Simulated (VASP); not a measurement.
BAs2:

```
B As
1.0
     4.67448    0.00000    0.00000
    -2.33724    4.04822    0.00000
     0.00000    0.00000    2.75304
B As
1 2
Direct
  0.00000 0.00000 0.00000
  0.66667 0.33333 0.50000
  0.33333 0.66667 0.50000
```

| Quantity | Value |
| --- | --- |
| Program | VASP 6.6.1 |
| Task | relaxation of cell and atoms |
| Functional | PBE |
| Potentials or basis | VASP PAW PBE potentials, release 64 (B, As) |
| Cutoff | 600 eV |
| k mesh | 12 × 12 × 16 |
| Occupations | gaussian, width 0.1 eV |
| Spin | no spin polarisation |

At the start: pressure -3.9 GPa; volume 17.37 Å³/atom.

Where does the relaxation end?

Over 5 steps the energy falls by 14.1 meV/atom and the volume is 16.37 Å³/atom (-5.7 %); space group P6/mmm (No. 191, to 0.1 Å) before and after.

Step by step:
```tsv
step	energy change (eV)	largest force (eV/Å)	pressure (GPa)	volume (Å³)
1	0.0000	0.0000	-3.89	52.10
2	-0.0410	0.0000	0.22	48.98
3	-0.0411	0.0000	0.11	49.05
4	-0.0419	0.0000	0.05	49.08
5	-0.0422	0.0000	0.01	49.10
```

Final structure:
```
B As
1.0
     4.61248    0.00000    0.00000
    -2.30624    3.99452    0.00000
     0.00000    0.00000    2.66510
B As
1 2
Direct
  0.00000 0.00000 0.00000
  0.66667 0.33333 0.50000
  0.33333 0.66667 0.50000
```
